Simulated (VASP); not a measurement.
Write the native input for VASP 6.6.1 that does the following.

| Property | Result |
| --- | --- |
| Task | single point |
| Functional | r2SCAN-based global hybrid with 15 % exact exchange |
| Potentials or basis | VASP PAW PBE potentials, release 64 (Mg, O) |
| Cutoff | 520 eV |
| k mesh | 6 × 6 × 6 |
| Occupations | fermi-dirac, width 0.05 eV |
| Spin | no spin polarisation |
| Dipole correction | no |
| Grid for exact exchange (PRECFOCK) | Normal |
| Share of exact exchange | 0.15 |
| Further INCAR settings | ALGO = Normal; EDIFF = 1e-07; NBANDS = 11 |

MgO:

```xyz
2
Lattice="0.0000 2.0970 2.0970 2.0970 0.0000 2.0970 2.0970 2.0970 0.0000" Properties=species:S:1:pos:R:3 pbc="T T T"
Mg    0.0000    0.0000    0.0000
O     2.0970    2.0970    2.0970
```

One way to write it, as run:

POSCAR

```
MgO
1.0
    0.0000000000      2.0970013927      2.0970013927
    2.0970013927      0.0000000000      2.0970013927
    2.0970013927      2.0970013927      0.0000000000
Mg O
1 1
Direct
    0.0000000000      0.0000000000      0.0000000000
    0.5000000000      0.5000000000      0.5000000000
```

INCAR.step1

```
SYSTEM = MgO
ALGO = Normal
EDIFF = 1E-5
ENCUT = 520
GGA = PE
ISIF = 2
ISMEAR = -1
LASPH = .True.
LREAL = .False.
LWAVE = .True.
NBANDS = 11
NELM = 80
PREC = Accurate
SIGMA = 0.05
```

INCAR.step2

```
SYSTEM = MgO
AEXX = 0.15
ALGO = Normal
EDIFF = 1E-7
ENCUT = 520
ISIF = 2
ISMEAR = -1
ISTART = 1
LASPH = .True.
LCHARG = .True.
LELF = .True.
LHFCALC = .True.
LMIXTAU = .True.
LREAL = .False.
LVHAR = .True.
LWAVE = .False.
METAGGA = R2SCAN
NBANDS = 11
NELM = 80
PREC = Accurate
PRECFOCK = Normal
SIGMA = 0.05
```

KPOINTS

```
k-points
0
Gamma
  6 6 6
  0 0 0
```

Potentials or basis: VASP PAW PBE potentials, release 64 (Mg, O).

Run with:

```bash
$ cat potpaw_PBE.64/Mg/POTCAR potpaw_PBE.64/O/POTCAR > POTCAR
$ cp INCAR.step1 INCAR
$ mpirun -np 1 vasp_std > vasp.out
$ cp INCAR.step2 INCAR
$ mpirun -np 1 vasp_std > vasp.out
```

It gave:

```json
{"Pressure": "-1.8 GPa", "Band gap on the k mesh": "7.05 eV"}
```

Caveat: the k points lie up to 0.43 Å⁻¹ apart; the PAW data sets were made with another functional, which shifts forces and pressure a little.

Run time: 6 min on 1 thread of Intel(R) Xeon(R) Platinum 8559C (Emerald Rapids) (shared host), peak memory 0.15 GiB.
